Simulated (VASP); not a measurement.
I:

```
CELL_PARAMETERS angstrom
0.00000 2.36560 3.90984
2.19225 0.00000 3.90984
2.19225 2.36560 0.00000
ATOMIC_POSITIONS crystal
I 0.00000 0.00000 0.00000
```

Base run:

```yaml
Program: VASP 6.6.1
Functional: r2SCAN
Potentials_or_basis: VASP PAW PBE potentials, release 64 (I)
Cutoff: 520 eV
k_mesh: 9 × 9 × 9
Occupations: fermi-dirac, width 0.05 eV
Spin: no spin polarisation
```

Its results: band gap on the k mesh zero (an odd number of electrons rules out a gap without spin polarisation); pressure 0.0 GPa.

Question: The run is repeated on the same cell with these changes: functional from r2SCAN to PBE-based screened hybrid with 25 % exact exchange; k mesh from 9 × 9 × 9 to 5 × 5 × 5. What comes out?

Answer: Band gap on the k mesh zero (an odd number of electrons rules out a gap without spin polarisation); pressure -0.8 GPa.

Several settings changed at once.

Caveats: some runs use coarse meshes; the PAW data sets were made with another functional, which shifts forces and pressure a little; spin-orbit coupling is left out, which moves the levels of the heavy elements; an odd number of electrons without spin polarisation forces a metal; a magnetic or distorted state may lie lower.
